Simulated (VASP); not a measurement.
# Cu (Fm-3m) in VASP: notebook

The runs below take Cu through single point, with PBEsol+D4.

Everything below comes from runs of VASP 6.6.1. Logs are shortened: lines on timing, memory, paths and dates and some standing lists are left out, and cuts for length are marked.

### Step 1. The cell of the first run

It takes space group Fm-3m (No. 225, cubic). Conventional cell: a = 3.570 Å, b = 3.570 Å, c = 3.570 Å, α = 90.00°, β = 90.00°, γ = 90.00°. Cu (site symmetry m-3m) has 12 Cu at 2.52 Å within 3.3 Å.

### Step 2. Single point, PBEsol+D4

INCAR reads:

```
SYSTEM = Cu
PREC = Accurate ; ENCUT = 600
EDIFF = 1E-6 ; ISMEAR = 0
SIGMA = 0.1 ; LREAL = .FALSE.
LASPH = .TRUE. ; NELM = 120
ALGO = Normal ; ISIF = 2
LWAVE = .FALSE. ; LCHARG = .FALSE.
GGA = PS ; IVDW = 13
NBANDS = 12 ; GGA_COMPAT = .FALSE.
```

KPOINTS reads:

```
Automatic mesh
0
G
  8 8 8
  0 0 0
```

POSCAR reads:

```
Cu
1.0
    0.0000000000      1.7850000000      1.7850000000
    1.7850000000      0.0000000000      1.7850000000
    1.7850000000      1.7850000000      0.0000000000
Cu
1
Direct
    0.0000000000      0.0000000000      0.0000000000
```

Potentials or basis: VASP PAW PBE potentials, release 64 (Cu).

On the command line:

```
$ cat potpaw_PBE.64/Cu/POTCAR > POTCAR
$ mpirun -np 1 vasp_std > vasp.out
```

OUTCAR:

```text
SYSTEM = Cu
   PREC = Accurate
   ENCUT = 600
   EDIFF = 1E-6
   ISMEAR = 0
   LREAL = .FALSE.
   LASPH = .TRUE.
   NELM = 120
   ISIF = 2
   GGA = PS
   IVDW = 13

 ion  position               nearest neighbor table
   1  0.000  0.000  0.000-

  LATTYP: Found a face centered cubic cell.
 ALAT       =     3.5700000000

  Lattice vectors:

 A1 = (   0.0000000000,   1.7850000000,   1.7850000000)
 A2 = (   1.7850000000,   0.0000000000,   1.7850000000)
 A3 = (   1.7850000000,   1.7850000000,   0.0000000000)

Analysis of symmetry for initial positions (statically):
=====================================================================
 Subroutine PRICEL returns:
 Original cell was already a primitive cell.

 Routine SETGRP: Setting up the symmetry group for a
 face centered cubic supercell.

 Subroutine GETGRP returns: Found 48 space group operations
 (whereof 48 operations were pure point group operations)
 out of a pool of 48 trial point group operations.

The static configuration has the point symmetry O_h .

Analysis of symmetry for dynamics (positions and initial velocities):
=====================================================================
 Subroutine PRICEL returns:
 Original cell was already a primitive cell.

 Routine SETGRP: Setting up the symmetry group for a
 face centered cubic supercell.

 Subroutine GETGRP returns: Found 48 space group operations
 (whereof 48 operations were pure point group operations)
 out of a pool of 48 trial point group operations.

The dynamic configuration has the point symmetry O_h .

 Subroutine INISYM returns: Found 48 space group operations
 (whereof 48 operations are pure point group operations),
 and found     1 'primitive' translations

----------------------------------------------------------------------------------------

                                     Primitive cell

  volume of cell :      11.3748

  direct lattice vectors                    reciprocal lattice vectors
     0.000000000  1.785000000  1.785000000    -0.280112045  0.280112045  0.280112045
     1.785000000  0.000000000  1.785000000     0.280112045 -0.280112045  0.280112045
     1.785000000  1.785000000  0.000000000     0.280112045  0.280112045 -0.280112045

  length of vectors
     2.524371209  2.524371209  2.524371209     0.485168293  0.485168293  0.485168293

  position of ions in fractional coordinates (direct lattice)
     0.000000000  0.000000000  0.000000000

  ion indices of the primitive-cell ions
   primitive index   ion index
                 1           1

----------------------------------------------------------------------------------------

[... 82 lines left out ...]
   EMIN   =  10.00;   EMAX   =-10.00  energy-range for DOS
   EFERMI =   0.00;   METHOD = LEGACY
   ISMEAR =     0;   SIGMA  =   0.10  broadening in eV -4-tet -1-fermi 0-gaus
   EFERMI_NEDOS =   21; number of points for ismear=-14 and -15
   IALGO  =     38    algorithm
   IMIX   =      4    mixing-type and parameters
     AMIX     =   0.40;   BMIX     =  1.00
     AMIX_MAG =   1.60;   BMIX_MAG =  1.00
  volume/ion in A,a.u.               =      11.37        76.76
  Fermi-wavevector in a.u.,A,eV,Ry     =   1.618915  3.059307 35.659337  2.620887
  Thomas-Fermi vector in A             =   2.713101
   LORBIT       =      0    0 simple, 1 ext, 2 COOP (PROOUT), +10 PAW based schemes
   GGA     = PS    functional components
   LHFCALC =     F    Hartree Fock is set to
   AEXX    =    0.0000 exact exchange contribution
   IVDW    =    13    specifies the selected vdW correction
   LEPSILON=     F    determine dielectric tensor
   LRPA    =     F    only Hartree local field effects (RPA)
 non-spin polarized calculation
 Gauss-broadening in eV      SIGMA  =   0.10
  energy-cutoff  :      600.00
  volume of cell :       11.37
 maximum number of plane-waves:       392
   NGX =  9   NGY =  9   NGZ =  9

 number of electron      11.0000013 magnetization

 Free energy of the ion-electron system (eV)
  ---------------------------------------------------
  ext. energy  EPLUGINS =         0.00000000
  ---------------------------------------------------
  free energy    TOTEN  =        -4.27580038 eV

  energy without entropy =       -4.27245942  energy(sigma->0) =       -4.27412990

 E-fermi :   7.8142     XC(G=0): -13.1275

 val. band max:        7.7414486863   @ k =   0.5000   0.2500   0.1250
 cond. band min:       7.9725972536   @ k =   0.5000   0.1250   0.0000
 fundamental gap:      0.2311485672
 Fermi energy:         7.8141541741

 k-point     1 :       0.0000    0.0000    0.0000
  band No.  band energies     occupation
      1      -1.8053      2.00000
      2       4.7417      2.00000
      3       4.7417      2.00000
      4       4.7417      2.00000
      5       5.6244      2.00000
      6       5.6244      2.00000
      7      30.7564      0.00000
      8      33.6658      0.00000
      9      33.6658      0.00000
     10      33.6658      0.00000
     11      36.1806      0.00000
     12      36.1806      0.00000
[... 331 lines left out ...]
 k-point    24 :      -0.3750    0.2500    0.1250
  band No.  band energies     occupation
      1       3.3731      2.00000
      2       4.1028      2.00000
      3       4.6566      2.00000
      4       5.2175      2.00000
      5       6.1658      2.00000
      6       9.9952      0.00000
      7      12.2956      0.00000
      8      22.3279      0.00000
      9      22.8301      0.00000
     10      31.9346      0.00000
     11      35.7447      0.00000
     12      43.2829      0.00000

 [... further k-points ...]

------------------------ aborting loop because EDIFF is reached ----------------------------------------

  DFT-D4 for vdW energy calculation

  Edisp (eV):   -0.33529

  FORCE on cell =-STRESS in cart. coord.  units (eV):
  Direction    XX          YY          ZZ          XY          YZ          ZX
  --------------------------------------------------------------------------------------
  -------------------------------------------------------------------------------------
  Total      -0.24328    -0.24328    -0.24328    -0.00000    -0.00000     0.00000
  in kB     -34.26621   -34.26621   -34.26621    -0.00000    -0.00000     0.00000
  external pressure =      -34.27 kB  Pullay stress =        0.00 kB

 VOLUME and BASIS-vectors are now :
 -----------------------------------------------------------------------------
  energy-cutoff  :      600.00
  volume of cell :       11.37
      direct lattice vectors                 reciprocal lattice vectors
     0.000000000  1.785000000  1.785000000    -0.280112045  0.280112045  0.280112045
     1.785000000  0.000000000  1.785000000     0.280112045 -0.280112045  0.280112045
     1.785000000  1.785000000  0.000000000     0.280112045  0.280112045 -0.280112045

 POSITION                                       TOTAL-FORCE (eV/Angst)
 -----------------------------------------------------------------------------------
      0.00000      0.00000      0.00000         0.000000      0.000000     -0.000000
 -----------------------------------------------------------------------------------
    total drift:                               -0.000000     -0.000000     -0.000000

  FREE ENERGIE OF THE ION-ELECTRON SYSTEM (eV)
  ---------------------------------------------------
  free  energy   TOTEN  =        -4.6110888082 eV

  energy  without entropy=       -4.6077478477  energy(sigma->0) =       -4.60941833
```

Run time: 5.3 s. Hardware: 1 thread of AMD EPYC 7R43 (Zen 3), shared host; peak memory 0.09 GiB.

Results:

```yaml
Free_energy: -4.6111 eV
Pressure: -3.4 GPa
Band_gap_on_the_k_mesh: zero (an odd number of electrons rules out a gap without spin polarisation)
Dispersion_energy_per_atom: -0.335 eV
```

Caveat: the k points lie up to 0.38 Å⁻¹ apart, too coarse for converged energies and pressures of a metal; the PAW data sets were made with another functional, which shifts forces and pressure a little.

### Step 3. Single point, PBEsol+D4

This run uses another cell than the first one, of 11.03 Å³/atom.

INCAR reads:

```
SYSTEM = Cu
PREC = Accurate
ENCUT = 600
EDIFF = 1E-6
ISMEAR = 0
SIGMA = 0.1
LREAL = .False.
LASPH = .True.
NELM = 120
ALGO = Normal
ISIF = 2
LWAVE = .False.
LCHARG = .False.
GGA = PS
IVDW = 13
NBANDS = 12
GGA_COMPAT = .False.
```

KPOINTS reads:

```
Automatic mesh
0
Gamma
  20 20 20
  0 0 0
```

POSCAR reads:

```
Cu
1.0
    0.0000000000      1.7668828411      1.7668828411
    1.7668828411      0.0000000000      1.7668828411
    1.7668828411      1.7668828411      0.0000000000
Cu
1
Direct
    0.0000000000      0.0000000000      0.0000000000
```

Potentials or basis: VASP PAW PBE potentials, release 64 (Cu).

On the command line:

```
$ cat potpaw_PBE.64/Cu/POTCAR > POTCAR
$ mpirun -np 1 vasp_std > vasp.out
```

Wall time 27 s (1 thread of AMD EPYC 7R43 (Zen 3), shared host); peak memory 0.12 GiB.

The run converged. Its results:

| Property | Result |
| --- | --- |
| Free energy | -4.6493 eV |
| Pressure | 0.9 GPa |
| Band gap on the k mesh | zero (an odd number of electrons rules out a gap without spin polarisation) |
| Dispersion energy per atom | -0.345 eV |

Levels at points of the mesh, in eV from the Fermi level:
| k point | band 4 | band 5 | band 6 | band 7 | band 8 | band 9 |
| --- | --- | --- | --- | --- | --- | --- |
| (0.00, 0.00, 0.00) | -3.21 | -2.29 | -2.29 | 23.16 | 26.31 | 26.31 |
| (0.50, 0.00, 0.00) | -1.66 | -1.66 | -1.21 | 4.12 | 21.62 | 23.12 |
| (0.50, 0.50, 0.00) | -1.50 | -1.50 | 1.43 | 7.62 | 13.60 | 13.60 |

Caveat: the PAW data sets were made with another functional, which shifts forces and pressure a little.

The gap in the log of VASP goes by the Fermi energy; the results here count the filled bands.